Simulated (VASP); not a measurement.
# Ge2W (I4/mmm) in VASP: single point with LDA

Aim: the single point of Ge2W with LDA.

All numbers are computed with VASP 6.6.1; they aren't measurements. Logs are shortened: lines on timing, memory, paths and dates and some standing lists are left out, and cuts for length are marked.

**1. The cell of the first run**

It takes space group I4/mmm (No. 139, tetragonal). The conventional cell has a = 3.318 Å, b = 3.318 Å, c = 8.188 Å, α = 90.00°, β = 90.00°, γ = 90.00°. Ge (site symmetry 4mm) has 9 Ge at 2.71 to 3.32 Å and 5 W at 2.71 to 2.73 Å within 3.6 Å. W (site symmetry 4/mmm) has 10 Ge at 2.71 to 2.73 Å and 4 W at 3.32 Å within 3.6 Å.

**2. Single point, LDA**

Input file POSCAR:

```
Ge2W
1.0
    0.0000000000      3.3183390000      0.0000000000
    3.3183390000      0.0000000000      0.0000000000
    1.6591690000      1.6591690000     -4.0939500000
Ge W
2 1
Direct
    0.3333000000      0.3333000000      0.3334000000
    0.6667000000      0.6667000000      0.6666000000
    0.0000000000      0.0000000000      0.0000000000
```

Input file INCAR.step1:

```
SYSTEM = Ge2W
ALGO = Normal ; EDIFF = 1E-6
ENCUT = 520 ; GGA = CA
ISIF = 2 ; ISMEAR = -1
LASPH = .True. ; LCHARG = .True.
LMAXMIX = 4 ; LREAL = .False.
LWAVE = .False. ; NBANDS = 28
NELM = 80 ; PREC = Accurate
SIGMA = 0.1
```

Input file KPOINTS.step1:

```
k-points
0
Gamma
  11 11 11
  0 0 0
```

Input file INCAR.step2:

```
SYSTEM = Ge2W
ALGO = Normal ; EDIFF = 1E-6
ENCUT = 520 ; GGA = CA
ICHARG = 11 ; ISIF = 2
ISMEAR = -5 ; LASPH = .True.
LCHARG = .False. ; LMAXMIX = 4
LORBIT = 10 ; LREAL = .False.
LWAVE = .False. ; NBANDS = 28
NEDOS = 2001 ; NELM = 80
PREC = Accurate ; SIGMA = 0.1
```

Input file KPOINTS.step2:

```
k-points
0
Gamma
  17 17 17
  0 0 0
```

Potentials or basis: VASP PAW LDA potentials, release 64 (Ge_d, W_sv).

Run with:

```
$ cat potpaw_LDA.64/Ge_d/POTCAR potpaw_LDA.64/W_sv/POTCAR > POTCAR
$ cp INCAR.step1 INCAR
$ cp KPOINTS.step1 KPOINTS
$ mpirun -np 1 vasp_std > vasp.out
$ cp INCAR.step2 INCAR
$ cp KPOINTS.step2 KPOINTS
$ mpirun -np 1 vasp_std > vasp.out
```

OUTCAR:

```text
SYSTEM = Ge2W
   EDIFF = 1E-6
   ENCUT = 520
   GGA = CA
   ICHARG = 11
   ISIF = 2
   ISMEAR = -5
   LASPH = .True.
   LORBIT = 10
   LREAL = .False.
   NELM = 80
   PREC = Accurate

 ion  position               nearest neighbor table
   1  0.333  0.333  0.333-   2 2.71   2 2.71   2 2.71   2 2.71   3 2.71   3 2.71   3 2.71   3 2.71
                             3 2.73   2 2.73
   2  0.667  0.667  0.667-   1 2.71   1 2.71   1 2.71   1 2.71   3 2.71   3 2.71   3 2.71   3 2.71
                             3 2.73   1 2.73
   3  0.000  0.000  0.000-   1 2.71   2 2.71   2 2.71   2 2.71   1 2.71   1 2.71   2 2.71   1 2.71
                             1 2.73   2 2.73

  LATTYP: Found a body centered tetragonal cell.
 ALAT       =     3.3183390000
 C/A-ratio  =     2.4674694177

  Lattice vectors:

 A1 = (  -1.6591690000,   1.6591700000,   4.0939500000)
 A2 = (   1.6591700000,  -1.6591690000,   4.0939500000)
 A3 = (   1.6591690000,   1.6591690000,  -4.0939500000)

Analysis of symmetry for initial positions (statically):
=====================================================================
 Subroutine PRICEL returns:
 Original cell was already a primitive cell.

 Routine SETGRP: Setting up the symmetry group for a
 body centered tetragonal supercell.

 Subroutine GETGRP returns: Found 16 space group operations
 (whereof 16 operations were pure point group operations)
 out of a pool of 16 trial point group operations.

The static configuration has the point symmetry D_4h.

Analysis of symmetry for dynamics (positions and initial velocities):
=====================================================================
 Subroutine PRICEL returns:
 Original cell was already a primitive cell.

 Routine SETGRP: Setting up the symmetry group for a
 body centered tetragonal supercell.

 Subroutine GETGRP returns: Found 16 space group operations
 (whereof 16 operations were pure point group operations)
 out of a pool of 16 trial point group operations.

The dynamic configuration has the point symmetry D_4h.

 Subroutine INISYM returns: Found 16 space group operations
 (whereof 16 operations are pure point group operations),
 and found     1 'primitive' translations

----------------------------------------------------------------------------------------

                                     Primitive cell

  volume of cell :      45.0800

  direct lattice vectors                    reciprocal lattice vectors
     0.000000000  3.318339000  0.000000000     0.000000000  0.301355588  0.122131401
     3.318339000  0.000000000  0.000000000     0.301355588  0.000000000  0.122131401
     1.659169000  1.659169000 -4.093950000     0.000000000  0.000000000 -0.244262876

  length of vectors
     3.318339000  3.318339000  4.718697929     0.325163450  0.325163450  0.244262876

  position of ions in fractional coordinates (direct lattice)
     0.333300000  0.333300000  0.333400000
     0.666700000  0.666700000  0.666600000
     0.000000000  0.000000000  0.000000000

  ion indices of the primitive-cell ions
   primitive index   ion index
                 1           1
                 2           2
                 3           3

----------------------------------------------------------------------------------------

 KPOINTS: k-points

Automatic generation of k-mesh.
 Grid dimensions read from file:
 generate k-points for:   17   17   17

 Generating k-lattice:

  Cartesian coordinates                     Fractional coordinates (reciprocal lattice)
     0.000000000  0.017726799  0.007184200     0.058823529  0.000000000  0.000000000
     0.017726799  0.000000000  0.007184200     0.000000000  0.058823529  0.000000000
     0.000000000  0.000000000 -0.014368404     0.000000000  0.000000000  0.058823529

  Length of vectors
     0.019127262  0.019127262  0.014368404

  Shift w.r.t. Gamma in fractional coordinates (k-lattice)
     0.000000000  0.000000000  0.000000000

 TETIRR: Found  14207 inequivalent tetrahedra from    29478

 Subroutine IBZKPT returns following result:
 ===========================================

 Found    405 irreducible k-points:

 Following reciprocal coordinates:
            Coordinates               Weight
  0.000000  0.000000  0.000000      1.000000
  0.058824  0.000000  0.000000      8.000000
  0.117647  0.000000  0.000000      8.000000
  0.176471  0.000000  0.000000      8.000000
  0.235294  0.000000  0.000000      8.000000
  0.294118  0.000000  0.000000      8.000000
[... 16 lines left out ...]
 -0.176471  0.058824  0.000000     16.000000
 -0.117647  0.058824 -0.000000     16.000000
 [... further k-points ...]
   k-points           NKPTS =    405   k-points in BZ     NKDIM =    405   number of bands    NBANDS=     28
   number of dos      NEDOS =   2001   number of ions     NIONS =      3
   total plane-waves  NPLWV =  28224
   dimension x,y,z NGX =    28 NGY =   28 NGZ =   36
   dimension x,y,z NGXF=    56 NGYF=   56 NGZF=   72
   ions per type =               2   1
   NGX,Y,Z   is equivalent  to a cutoff of  14.03, 14.03, 12.68 a.u.
   NGXF,Y,Z  is equivalent  to a cutoff of  28.06, 28.06, 25.37 a.u.
 SYSTEM =  Ge2W
   PREC   = accura    normal or accurate (medium, high low for compatibility)
   ISTART =      0    job   : 0-new  1-cont  2-samecut
   ICHARG =     11    charge: 1-file 2-atom 10-const
   ISPIN  =      1    spin polarized calculation?
   LNONCOLLINEAR =      F non collinear calculations
   LSORBIT =      F    spin-orbit coupling
   LASPH  =      T    aspherical Exc in radial PAW
   ENCUT  =  520.0 eV  38.22 Ry    6.18 a.u.   6.17  6.17  8.77*2*pi/ulx,y,z
   NELM   =     80;   NELMIN=  2; NELMDL=  0     # of ELM steps
   EDIFF  = 0.1E-05   stopping-criterion for ELM
   LREAL  =      F    real-space projection
   EDIFFG = 0.1E-04   stopping-criterion for IOM
   NSW    =      0    number of steps for IOM
   IBRION =     -1    ionic relax: 0-MD 1-quasi-New 2-CG
   NFREE  =      0    steps in history (QN), initial steepest desc. (CG)
   ISIF   =      2    stress and relaxation
   ISYM   =      2    0-nonsym 1-usesym 2-fastsym
   POTIM  = 0.5000    time-step for ionic-motion
   TEBEG  =    0.0;   TEEND  =   0.0 temperature during run
   PSTRESS=    0.0 pullay stress
   NELECT =      42.0000    total number of electrons
   NUPDOWN=      -1.0000    fix difference up-down
   EMIN   =  10.00;   EMAX   =-10.00  energy-range for DOS
   EFERMI =   0.00;   METHOD = LEGACY
   ISMEAR =    -5;   SIGMA  =   0.10  broadening in eV -4-tet -1-fermi 0-gaus
   EFERMI_NEDOS =   21; number of points for ismear=-14 and -15
   IALGO  =     38    algorithm
   IMIX   =      4    mixing-type and parameters
     AMIX     =   0.40;   BMIX     =  1.00
     AMIX_MAG =   1.60;   BMIX_MAG =  1.00
  volume/ion in A,a.u.               =      15.03       101.40
  Fermi-wavevector in a.u.,A,eV,Ry     =   1.598932  3.021543 34.784418  2.556583
  Thomas-Fermi vector in A             =   2.696304
   LORBIT       =     10    0 simple, 1 ext, 2 COOP (PROOUT), +10 PAW based schemes
   GGA     = CA    functional components
   LHFCALC =     F    Hartree Fock is set to
   AEXX    =    0.0000 exact exchange contribution
   IVDW    =     0    specifies the selected vdW correction
   LEPSILON=     F    determine dielectric tensor
   LRPA    =     F    only Hartree local field effects (RPA)
 non-spin polarized calculation
 Fermi weights with tetrahedron method with Bloechl corrections
  energy-cutoff  :      520.00
  volume of cell :       45.08
 maximum number of plane-waves:      1233
 NGX is ok and might be reduce to    28

 number of electron      42.0000005 magnetization

 Free energy of the ion-electron system (eV)
  ---------------------------------------------------
  ext. energy  EPLUGINS =         0.00000000
  ---------------------------------------------------
  free energy    TOTEN  =       -24.56481012 eV

  energy without entropy =      -24.56481012  energy(sigma->0) =      -24.56481012

 E-fermi :  10.0742     XC(G=0): -13.2535

 val. band max:       10.1120313528   @ k =  -0.4118   0.0000   0.1765
 cond. band min:      10.0271674529   @ k =   0.4118   0.2941   0.0588
 fundamental gap:     -0.0848638999
 Fermi energy:        10.0742363803

 k-point     1 :       0.0000    0.0000    0.0000
  band No.  band energies     occupation
      1     -63.5461      2.00000
      2     -28.0348      2.00000
      3     -27.9927      2.00000
      4     -27.9927      2.00000
      5     -14.8134      2.00000
      6     -14.8059      2.00000
[... 20 lines left out ...]
     27      15.2985      0.00000
     28      15.2985      0.00000

 k-point     2 :       0.0588    0.0000    0.0000
  band No.  band energies     occupation
      1     -63.5459      2.00000
      2     -28.0344      2.00000
      3     -27.9978      2.00000
      4     -27.9922      2.00000
      5     -14.8137      2.00000
      6     -14.8046      2.00000
[... 20 lines left out ...]
     27      15.3290      0.00000
     28      15.8686      0.00000

 k-point     3 :       0.1176    0.0000    0.0000
  band No.  band energies     occupation
      1     -63.5454      2.00000
      2     -28.0331      2.00000
      3     -28.0124      2.00000
      4     -27.9909      2.00000
      5     -14.8148      2.00000
      6     -14.8014      2.00000
[... 20 lines left out ...]
     27      15.5041      0.00000
     28      16.8716      0.00000

 k-point     4 :       0.1765    0.0000    0.0000
  band No.  band energies     occupation
      1     -63.5447      2.00000
      2     -28.0347      2.00000
      3     -28.0311      2.00000
      4     -27.9889      2.00000
      5     -14.8166      2.00000
      6     -14.7976      2.00000
[... 578 lines left out ...]
     27      16.1717      0.00000
     28      19.3234      0.00000

 k-point    23 :      -0.1765    0.0588    0.0000
  band No.  band energies     occupation
      1     -63.5446      2.00000
      2     -28.0341      2.00000
      3     -28.0304      2.00000
      4     -27.9940      2.00000
      5     -14.8182      2.00000
      6     -14.7955      2.00000
[... 20 lines left out ...]
     27      15.9371      0.00000
     28      18.1706      0.00000

 k-point    24 :      -0.1176    0.0588   -0.0000
  band No.  band energies     occupation
      1     -63.5453      2.00000
      2     -28.0324      2.00000
      3     -28.0120      2.00000
      4     -27.9960      2.00000
      5     -14.8159      2.00000
      6     -14.7997      2.00000
[... 20 lines left out ...]
     27      15.8017      0.00000
     28      16.9223      0.00000

 [... further k-points ...]
[... 5 lines left out ...]
  --------------------------------------------------------------------------------------
  -------------------------------------------------------------------------------------
  Total       -1.7207754     -1.7207754     -1.8539435     -0.0000000     -0.0000002     -0.0000002
  in kB      -61.1576425    -61.1576425    -65.8905373     -0.0000000     -0.0000080     -0.0000080
  external PRESSURE =     -62.7352741 kB  Pullay stress =       0.0000000 kB

 VOLUME and BASIS-vectors are now :
 -----------------------------------------------------------------------------
  energy-cutoff  :      520.00
  volume of cell :       45.08
      direct lattice vectors                 reciprocal lattice vectors
     0.000000000  3.318339000  0.000000000     0.000000000  0.301355588  0.122131401
     3.318339000  0.000000000  0.000000000     0.301355588  0.000000000  0.122131401
     1.659169000  1.659169000 -4.093950000     0.000000000  0.000000000 -0.244262876

 POSITION                                       TOTAL-FORCE (eV/Angst)
 -----------------------------------------------------------------------------------
      1.65917      1.65917     -1.36492         0.000000      0.000000      0.674206
      3.31834      3.31834     -2.72903        -0.000000     -0.000000     -0.674206
      0.00000      0.00000      0.00000         0.000000      0.000000      0.000000
 -----------------------------------------------------------------------------------
    total drift:                                0.000000     -0.000000      0.000000

  FREE ENERGIE OF THE ION-ELECTRON SYSTEM (eV)
  ---------------------------------------------------
  free  energy   TOTEN  =       -24.5648101225 eV

  energy  without entropy=      -24.5648101225  energy(sigma->0) =      -24.56481012

 total charge

# of ion       s       p       d       tot
------------------------------------------
    1        1.133   1.247  10.107  12.488
    2        1.133   1.247  10.107  12.488
    3        2.293   6.235   3.533  12.061
--------------------------------------------------
tot          4.559   8.730  23.748  37.037
```

It took 2.9 min on 1 thread of Intel Xeon 6975P-C (Granite Rapids), shared host; peak memory 0.58 GiB.

Results:

```
Valence electrons inside the program's atomic spheres : Ge 12.49; W 12.06
```

Caveat: spin-orbit coupling is left out, which moves the levels of the heavy elements.
